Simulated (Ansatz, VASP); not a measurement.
**Hg2Pb in VASP and in Ansatz**

INCAR

```
PREC     = Accurate       # precision mode
ENCUT    = 520            # plane-wave cutoff, eV
EDIFF    = 1E-6           # SCF threshold, eV
ISMEAR   = 0              # smearing method
SIGMA    = 0.2            # smearing width, eV
LREAL    = F              # projectors in reciprocal space
LASPH    = T              # aspherical terms in the spheres
NELM     = 80             # most SCF steps
ALGO     = Fast           # electronic algorithm
ISIF     = 2              # what is computed and relaxed
LWAVE    = F              # write WAVECAR
LCHARG   = F              # write CHGCAR
GGA      = PE             # functional
NBANDS   = 47             # bands
```

KPOINTS

```
regular mesh
0
Gamma
  6 4 4
```

The input POSCAR:

```
Hg2Pb
1.0
    1.7501402620     -3.0313318542      0.0000000000
   -5.2504207861     -3.0313318542      0.0000000000
    0.0000000000      0.0000000000     -8.0433301147
Hg Pb
4 2
Direct
    0.5000000000      0.8333333333      0.3436283756
    0.0000000000      0.3333333333      0.3436283756
    0.0000000000      0.6666666667      0.6563716244
    0.5000000000      0.1666666667      0.6563716244
    0.0000000000      1.0000000000      0.0000000000
    0.5000000000      0.5000000000      0.0000000000
```

Input for Ansatz:

```yaml
crystal:
  lattice:
    - [1.750140262, -3.0313318542, 0.0]
    - [-5.2504207861, -3.0313318542, 0.0]
    - [0.0, 0.0, -8.0433301147]
  atoms:
    - { symbol: Hg, position: [0.5, 0.8333333333, 0.3436283756] }
    - { symbol: Hg, position: [0.0, 0.3333333333, 0.3436283756] }
    - { symbol: Hg, position: [0.0, 0.6666666667, 0.6563716244] }
    - { symbol: Hg, position: [0.5, 0.1666666667, 0.6563716244] }
    - { symbol: Pb, position: [0.0, 1.0, 0.0] }
    - { symbol: Pb, position: [0.5, 0.5, 0.0] }
basis:
  ecutwfc: 420
kpoints:
  mp_grid: { grid: [6, 4, 4] }
hamiltonian:
  xc: pbe
scf:
  occupations: { method: gaussian, width: 0.2 }
  lower_state_search: "off"
output:
  forces: true
  stress: true
  eigenvalues: true
```

Alike in both runs: task single point; functional PBE; k mesh 6 × 4 × 4; occupations gaussian, width 0.2 eV; no spin polarisation.

|  | VASP | Ansatz |
| --- | --- | --- |
| version | VASP 6.6.1 | Ansatz 0.2.0 |
| potentials or method | VASP PAW PBE potentials, release 64 (Hg, Pb_d), cutoff 520 eV | scalar-relativistic, plane waves, PAW |
| valence electrons in the cell | 76 | 108 |

Ansatz gave:

- gap on the k mesh at the Fermi level (eV): none
- pressure (GPa): 0.1
- traceless stress, the component that is largest in VASP (GPa): 0.54
- rms of the force components (eV/Å): 0.011

Question: What did VASP give for the same quantities?

Answer: gap on the k mesh at the Fermi level (eV): none; pressure (GPa): 0.1; traceless stress, the component that is largest in VASP (GPa): 0.58; rms of the force components (eV/Å): 0.005.

Atom by atom the forces differ by 0.006 eV/Å (rms over components). A gap of «none» marks a metal or a gap that the smearing closes. VASP's potentials hold 76 valence electrons a cell and Ansatz's 108, so a difference there can come from the potentials and not from the codes.

Neither program's run includes spin-orbit coupling.
